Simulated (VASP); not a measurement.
Wanted: the native input for a VASP 6.6.1 run.

| Property | Result |
| --- | --- |
| Task | single point |
| Functional | PBE |
| Potentials or basis | VASP PAW PBE potentials, release 64 (B, N) |
| Cutoff | 520 eV |
| k mesh | 8 × 8 × 3 |
| Occupations | gaussian, width 0.01 eV |
| Spin | no spin polarisation |
| Dipole correction | no |
| Further INCAR settings | ALGO = Normal; EDIFF = 1e-06; NBANDS = 16 |

The structure of BN lies in POSCAR:

```
BN
1.0
    2.4982400000      0.0000000000      0.0000000000
   -1.2491200000      2.1635390000      0.0000000000
    0.0000000000      0.0000000000      6.6357000000
B N
2 2
Direct
    0.3333333333      0.6666666667      0.2500000000
    0.6666666667      0.3333333333      0.7500000000
    0.3333333333      0.6666666667      0.7500000000
    0.6666666667      0.3333333333      0.2500000000
```

One way to write it, as run:

INCAR

```
ALGO = Normal
EDIFF = 1E-6
ENCUT = 520
GGA = PE
ISIF = 2
ISMEAR = 0
LASPH = T
LCHARG = F
LREAL = F
LWAVE = F
NBANDS = 16
NELM = 100
PREC = Accurate
SIGMA = 0.01
```

KPOINTS

```
k-points
0
Gamma
  8 8 3
```

Potentials or basis: VASP PAW PBE potentials, release 64 (B, N).

Run with:

```bash
$ cat potpaw_PBE.64/B/POTCAR potpaw_PBE.64/N/POTCAR > POTCAR
$ mpirun -np 1 vasp_std > vasp.out
```

Results of the run:

| Property | Result |
| --- | --- |
| Pressure | 5.2 GPa |
| Band gap on the k mesh | 4.27 eV, indirect (least direct gap 4.69 eV) |

Caveat: this functional lacks dispersion, which binds the layers, so the pressure and a relaxed spacing across them are unreliable.

Wall time 19 s on 1 thread of AMD EPYC 7R13, on a shared host, peak memory 0.11 GiB.
